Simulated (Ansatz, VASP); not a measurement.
**One calculation of Hf5H2, two programs**

The input INCAR:

```
SYSTEM = Hf5H2
ALGO     = Normal         ! electronic algorithm
EDIFF    = 1E-6           ! SCF threshold, eV
EDIFFG   = -0.08          ! ionic threshold
ENCUT    = 600            ! plane-wave cutoff, eV
GGA      = PE             ! functional
IBRION   = 2              ! ionic algorithm
ISIF     = 3              ! what is computed and relaxed
ISMEAR   = 0              ! smearing method
LASPH    = .TRUE.         ! aspherical terms in the spheres
LCHARG   = .FALSE.        ! write CHGCAR
LREAL    = .FALSE.        ! projectors in reciprocal space
LWAVE    = .FALSE.        ! write WAVECAR
NELM     = 60             ! most SCF steps
NSW      = 36             ! ionic steps
PREC     = Accurate       ! precision mode
SIGMA    = 0.2            ! smearing width, eV
```

The input KPOINTS:

```
k-points
0
G
  6 6 2
  0 0 0
```

Contents of POSCAR:

```
Hf5H2
1.0
    3.1500000000      0.0000000000      0.0000000000
   -1.5750000000      2.7279800200      0.0000000000
    0.0000000000      0.0000000000     12.6000000000
Hf H
5 2
Direct
    0.6666666700      0.3333333300      0.4000000000
    0.3333333300      0.6666666700      0.6000000000
    0.0000000000      0.0000000000      0.0000000000
    0.6666666700      0.3333333300      0.8000000000
    0.3333333300      0.6666666700      0.2000000000
    0.6666666700      0.3333333300      0.5500000000
    0.3333333300      0.6666666700      0.4500000000
```

Input for Ansatz:

```yaml
crystal:
  lattice:
    - [3.15, 0.0, 0.0]
    - [-1.575, 2.72798002, 0.0]
    - [0.0, 0.0, 12.6]
  atoms:
    - { symbol: Hf, position: [0.66666667, 0.33333333, 0.4] }
    - { symbol: Hf, position: [0.33333333, 0.66666667, 0.6] }
    - { symbol: Hf, position: [0.0, 0.0, 0.0] }
    - { symbol: Hf, position: [0.66666667, 0.33333333, 0.8] }
    - { symbol: Hf, position: [0.33333333, 0.66666667, 0.2] }
    - { symbol: H, position: [0.66666667, 0.33333333, 0.55] }
    - { symbol: H, position: [0.33333333, 0.66666667, 0.45] }
basis:
  ecutwfc: 420
kpoints:
  mp_grid: { grid: [6, 6, 2] }
hamiltonian:
  xc: pbe
scf:
  occupations: { method: gaussian, width: 0.2 }
  lower_state_search: "off"
output:
  forces: true
  stress: true
  eigenvalues: true
relax:
  adjacent_minimum: "off"
  f_tol: 0.08
  max_steps: 16
  cell: { stress_tol: 0.8 }
```

Alike in both runs: task relaxation of cell and atoms; functional PBE; k mesh 6 × 6 × 2; occupations gaussian, width 0.2 eV; no spin polarisation.

|  | VASP | Ansatz |
| --- | --- | --- |
| version | VASP 6.6.1 | Ansatz 0.2.0 |
| potentials or method | VASP PAW PBE potentials, release 64 (Hf_pv, H), cutoff 600 eV | scalar-relativistic, plane waves, PAW |
| valence electrons in the cell | 52 | 132 |

Ansatz gave:

| Property | Result |
| --- | --- |
| gap on the k mesh at the Fermi level, each at its own relaxed structure (eV) | none |
| relaxed volume (Å³/atom) | 16.87 |
| relaxed length of the cell vector where the two differ most in proportion (Å) | 13.326 |

Which values does VASP return?

gap on the k mesh at the Fermi level, each at its own relaxed structure (eV): none; relaxed volume (Å³/atom): 16.78; relaxed length of the cell vector where the two differ most in proportion (Å): 13.292.

A gap of «none» marks a metal or a gap that the smearing closes. VASP's potentials hold 52 valence electrons a cell and Ansatz's 132, so a difference there can come from the potentials and not from the codes.

The k mesh is coarse, so the values compare programs but aren't converged. Spin-orbit coupling is off throughout.
